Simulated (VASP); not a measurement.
# Fe4Si (F-43m) in VASP: notebook, part 2 of 2

VASP 6.6.1. Earlier steps stand in the parts before.

## (5) Relaxation of cell and atoms, PBE, collinear spin, ferrimagnetic start

File INCAR:

```
SYSTEM = Fe4Si
ALGO = Fast
EDIFF = 1E-6
EDIFFG = -0.04
ENCUT = 600
GGA = PE
IBRION = 2
ISIF = 3
ISMEAR = 0
ISPIN = 2
LASPH = .TRUE.
LCHARG = .FALSE.
LMAXMIX = 4
LORBIT = 11
LREAL = .FALSE.
LWAVE = .FALSE.
MAGMOM = 4 -4 -4 -4 0
NELM = 150
NSW = 90
PREC = Accurate
SIGMA = 0.1
```

File KPOINTS:

```
k-points
0
G
  6 6 6
  0 0 0
```

File POSCAR:

```
Fe4Si
1.0
    0.0000000000      3.1503298200      3.1503298200
    3.1503298200      0.0000000000      3.1503298200
    3.1503298200      3.1503298200      0.0000000000
Fe Si
4 1
Direct
    0.3904297900      0.3904297900      0.3904297900
    0.3904297900      0.3904297900      0.8287106400
    0.3904297900      0.8287106400      0.3904297900
    0.8287106400      0.3904297900      0.3904297900
    0.7500000000      0.7500000000      0.7500000000
```

Potentials or basis: VASP PAW PBE potentials, release 64 (Fe, Si).

Launch:

```console
> cat potpaw_PBE.64/Fe/POTCAR potpaw_PBE.64/Si/POTCAR > POTCAR
> mpirun -np 1 vasp_std > vasp.out
```

OUTCAR:

```text
SYSTEM = Fe4Si
   EDIFF = 1E-6
   EDIFFG = -0.04
   ENCUT = 600
   GGA = PE
   IBRION = 2
   ISIF = 3
   ISMEAR = 0
   ISPIN = 2
   LASPH = .TRUE.
   LORBIT = 11
   LREAL = .FALSE.
   NELM = 150
   NSW = 90
   PREC = Accurate

 ion  position               nearest neighbor table
   1  0.390  0.390  0.390-   2 1.95   3 1.95   4 1.95   2 2.50   3 2.50   4 2.50   5 2.59   5 2.59
                             5 2.59
   2  0.390  0.390  0.829-   1 1.95   3 1.95   4 1.95   1 2.50   3 2.50   4 2.50   5 2.59   5 2.59
                             5 2.59
   3  0.390  0.829  0.390-   1 1.95   2 1.95   4 1.95   2 2.50   1 2.50   4 2.50   5 2.59   5 2.59
                             5 2.59
   4  0.829  0.390  0.390-   1 1.95   2 1.95   3 1.95   1 2.50   2 2.50   3 2.50   5 2.59   5 2.59
                             5 2.59
   5  0.750  0.750  0.750-   2 2.59   3 2.59   4 2.59   1 2.59   1 2.59   1 2.59   3 2.59   3 2.59
                             4 2.59   2 2.59   2 2.59   4 2.59

  LATTYP: Found a face centered cubic cell.
 ALAT       =     6.3006596400

  Lattice vectors:

 A1 = (   0.0000000000,   3.1503298200,   3.1503298200)
 A2 = (   3.1503298200,   0.0000000000,   3.1503298200)
 A3 = (   3.1503298200,   3.1503298200,   0.0000000000)

Analysis of symmetry for initial positions (statically):
=====================================================================
 Subroutine PRICEL returns:
 Original cell was already a primitive cell.

 Routine SETGRP: Setting up the symmetry group for a
 face centered cubic supercell.

 Subroutine GETGRP returns: Found 24 space group operations
 (whereof 24 operations were pure point group operations)
 out of a pool of 48 trial point group operations.

The static configuration has the point symmetry T_d .

Analysis of symmetry for dynamics (positions and initial velocities):
=====================================================================
 Subroutine PRICEL returns:
 Original cell was already a primitive cell.

[... 225 lines left out ...]
 spin component 1

 k-point     1 :       0.0000    0.0000    0.0000
  band No.  band energies     occupation
      1      -5.1254      1.00000
      2      -3.4569      1.00000
      3      -1.6119      1.00000
      4      -1.6119      1.00000
      5      -1.6099      1.00000
      6      -0.4562      1.00000
[... 1385 lines left out ...]
     25       6.0858      0.00000
     26       6.6761      0.00000

 [... further k-points ...]

------------------------ aborting loop EDIFF was not reached (unconverged)  ----------------------------

  FORCE on cell =-STRESS in cart. coord.  units (eV):
  Direction    XX          YY          ZZ          XY          YZ          ZX
  --------------------------------------------------------------------------------------
  -------------------------------------------------------------------------------------
  Total       16.7371400     16.7371400     16.7371400      0.0110535      0.0110535      0.0110535
  in kB      270.7124822    270.7124822    270.7124822      0.1787829      0.1787829      0.1787829
  external PRESSURE =     270.7124822 kB  Pullay stress =       0.0000000 kB
[... 59 lines left out ...]
  FREE ENERGIE OF THE ION-ELECTRON SYSTEM (eV)
  ---------------------------------------------------
  free  energy   TOTEN  =       -35.3753136372 eV

  energy  without entropy=      -35.3480006647  energy(sigma->0) =      -35.36165715

[... ionic steps 4 to 8 ...]

--------------------------------------- Ionic step        9  -------------------------------------------

 number of electron      36.0000026 magnetization      -7.0812453

------------------------ aborting loop because EDIFF is reached ----------------------------------------
[... 73 lines left out ...]
--------------------------------------- Ionic step       11  -------------------------------------------

 number of electron      36.0000026 magnetization      -7.1116876

 Free energy of the ion-electron system (eV)
  ---------------------------------------------------
  ext. energy  EPLUGINS =         0.00000000
  ---------------------------------------------------
  free energy    TOTEN  =       -35.82783014 eV

  energy without entropy =      -35.80044610  energy(sigma->0) =      -35.81413812

 E-fermi :   5.2525     XC(G=0): -11.5585

 val. band max:        5.2523921445   @ k =  -0.3333   0.3333   0.0000
 cond. band min:       5.2558100492   @ k =   0.1667   0.1667   0.0000
 fundamental gap:      0.0034179046
 Fermi energy:         5.2524824913

 spin component 1

 k-point     1 :       0.0000    0.0000    0.0000
  band No.  band energies     occupation
      1      -4.4399      1.00000
      2       0.2744      1.00000
      3       1.9190      1.00000
      4       1.9190      1.00000
      5       1.9198      1.00000
      6       2.3415      1.00000
[... 1419 lines left out ...]
  FREE ENERGIE OF THE ION-ELECTRON SYSTEM (eV)
  ---------------------------------------------------
  free  energy   TOTEN  =       -35.8278301426 eV

  energy  without entropy=      -35.8004461019  energy(sigma->0) =      -35.81413812

 reached required accuracy - stopping structural energy minimisation

 total charge

# of ion       s       p       d       tot
------------------------------------------
    1        0.522   0.516   6.363   7.401
    2        0.522   0.516   6.363   7.400
    3        0.522   0.516   6.363   7.400
    4        0.522   0.516   6.363   7.400
    5        0.739   0.749   0.000   1.488
--------------------------------------------------
tot          2.825   2.813  25.452  31.090

 magnetization (x)

# of ion       s       p       d       tot
------------------------------------------
    1       -0.001   0.023  -1.816  -1.795
    2       -0.001   0.023  -1.817  -1.795
    3       -0.001   0.023  -1.817  -1.795
    4       -0.001   0.023  -1.817  -1.795
    5       -0.016   0.088   0.000   0.072
--------------------------------------------------
tot         -0.022   0.179  -7.266  -7.109
```

OSZICAR:

```text
N       E                     dE             d eps       ncg     rms          rms(c)
DAV:   1     0.294912697413E+03    0.29491E+03   -0.17130E+04  3328   0.185E+03
DAV:   2    -0.935925243359E+01   -0.30427E+03   -0.28915E+03  3328   0.373E+02
[... 323 lines left out ...]
RMM:   3    -0.358288253930E+02   -0.44020E-03   -0.34242E-03  3333   0.727E-01    0.439E-01
RMM:   4    -0.358278475925E+02    0.97780E-03   -0.93911E-04  3328   0.378E-01    0.842E-02
RMM:   5    -0.358278344578E+02    0.13135E-04   -0.15881E-04  3514   0.952E-02    0.277E-02
RMM:   6    -0.358278290486E+02    0.54092E-05   -0.58453E-05  3519   0.421E-02    0.151E-02
RMM:   7    -0.358278295183E+02   -0.46972E-06   -0.11794E-05  3330   0.273E-02    0.935E-03
RMM:   8    -0.358278301426E+02   -0.62425E-06   -0.36838E-06  2583   0.130E-02
  11 F= -.35827830E+02 E0= -.35814138E+02  d E =-.151948E-03  mag=    -7.1117
```

It took 66 min on 1 thread of Oxide Virtual Turin-like, shared host; peak memory 0.28 GiB.

What came out:

- Free energy: -35.8278 eV
- Relaxed volume: 14.03 Å³/atom
- Relaxed cell: a = 4.629 Å, b = 4.629 Å, c = 4.629 Å, α = 60.01°, β = 60.01°, γ = 60.01°
- Space group after relaxing (to 0.1 Å): F-43m (No. 216)
- Pressure after relaxing: -0.1 GPa
- Largest force after relaxing: 0.009 eV/Å
- Net moment: -7.11 μB per cell
- Site moments: Fe -1.79; Si +0.07 μB
- Valence electrons inside the program's atomic spheres: Fe 7.40; Si 1.49

Forces on the atoms (eV/Å):
```
Fe   0.005  0.005  0.005
Fe  -0.005 -0.005  0.005
Fe  -0.005  0.005 -0.005
Fe   0.005 -0.005 -0.005
Si   0.000  0.000  0.000
```

Final structure:
```xyz
5
Lattice="-0.0005 3.2734 3.2734 3.2734 -0.0005 3.2734 3.2734 3.2734 -0.0005" Properties=species:S:1:pos:R:3 pbc="T T T"
Fe    2.4517    2.4517    2.4517
Fe    4.0946    4.0946    2.4515
Fe    4.0946    2.4515    4.0946
Fe    2.4515    4.0946    4.0946
Si    4.9096    4.9096    4.9096
```

## (6) Overview

```csv
task,spin,cell,k mesh,cutoff (eV),gap on the mesh (eV),pressure (GPa),moment (μB),largest force (eV/Å)
single point,"collinear, ferrimagnetic start","a = 4.455 Å, angles 60.0°, 5 atoms, atomic positions A",6 × 6 × 6,520,none,44.1,5.61,11.63
single point,"collinear, ferromagnetic start","a = 4.638 Å, angles 60.0°, 5 atoms, atomic positions B",10 × 10 × 10,520,none,-0.2,7.33,0.01
relaxation of cell and atoms,"collinear, ferrimagnetic start","relaxed from a = 4.455 Å, angles 60.0°, 5 atoms, atomic positions A",6 × 6 × 6,600,none,-0.1,7.11,0.01
```

Alike in all rows: level PBE; potentials or basis VASP PAW PBE potentials, release 64 (Fe, Si); smearing gaussian 0.1 eV.

Caveats: atoms lie so close that the PAW spheres overlap strongly, which falsifies energies and pressures (at least some runs); the cell stands under pressure (at least some runs); forces of over 1 eV/Å act on the atoms, so gaps and moduli don't describe the material at rest (at least some runs).

Total energies depend on the potentials used, so only differences within one code and one set of settings carry meaning.
